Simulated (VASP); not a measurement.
Wanted: the native input for a VASP 6.6.1 run.

```
Task                   : relaxation of cell and atoms
Functional             : LDA
Potentials or basis    : VASP PAW LDA potentials, release 64 (Ta_pv)
Cutoff                 : 600 eV
k mesh                 : 13 × 13 × 7
Occupations            : fermi-dirac, width 0.1 eV
Spin                   : no spin polarisation
Dipole correction      : no
Further INCAR settings : ALGO = Normal; EDIFF = 1e-06; IBRION = 2; EDIFFG = -0.03; NSW = 80; ISIF = 3
```

The structure of Ta lies in POSCAR:

```
Ta
1.0
    2.9003720700      0.0000000000      0.0000000000
   -1.4501860350      2.5117958930      0.0000000000
    0.0000000000      0.0000000000      5.1662740000
Ta
2
Direct
    0.6666666667      0.3333333333      0.7500000000
    0.3333333333      0.6666666667      0.2500000000
```

This isn't the form of Ta at room conditions, which is bcc.

These files were run (other wordings do the same):

INCAR

```
PREC = Accurate ; ENCUT = 600
EDIFF = 1E-6 ; ISMEAR = -1
SIGMA = 0.1 ; LREAL = F
LASPH = T ; NELM = 60
ALGO = Normal ; ISIF = 3
LWAVE = F ; LCHARG = F
GGA = CA ; IBRION = 2
NSW = 80 ; EDIFFG = -0.03
```

KPOINTS

```
Automatic mesh
0
Gamma
  13 13 7
```

Potentials or basis: VASP PAW LDA potentials, release 64 (Ta_pv).

Run with:

```sh
$ cat potpaw_LDA.64/Ta_pv/POTCAR > POTCAR
$ mpirun -np 1 vasp_std > vasp.out
```

Results of the run:

```json
{
 "Relaxed volume": "17.75 Å³/atom",
 "Relaxed cell": "a = 2.842 Å, b = 2.842 Å, c = 5.075 Å, α = 90.00°, β = 90.00°, γ = 120.00°",
 "Space group after relaxing (to 0.1 Å)": "P6_3/mmc (No. 194)",
 "Energy gained by relaxing": "38.5 meV/atom",
 "Ionic steps": "4",
 "Pressure after relaxing": "-0.1 GPa",
 "Band gap on the k mesh": "zero (bands 11 and 12 overlap by 1.88 eV)"
}
```

Caveat: spin-orbit coupling is left out, which moves the levels of the heavy elements.

It took 2.6 min on 1 thread of Intel Xeon 8259CL (shared host), peak memory 0.19 GiB.
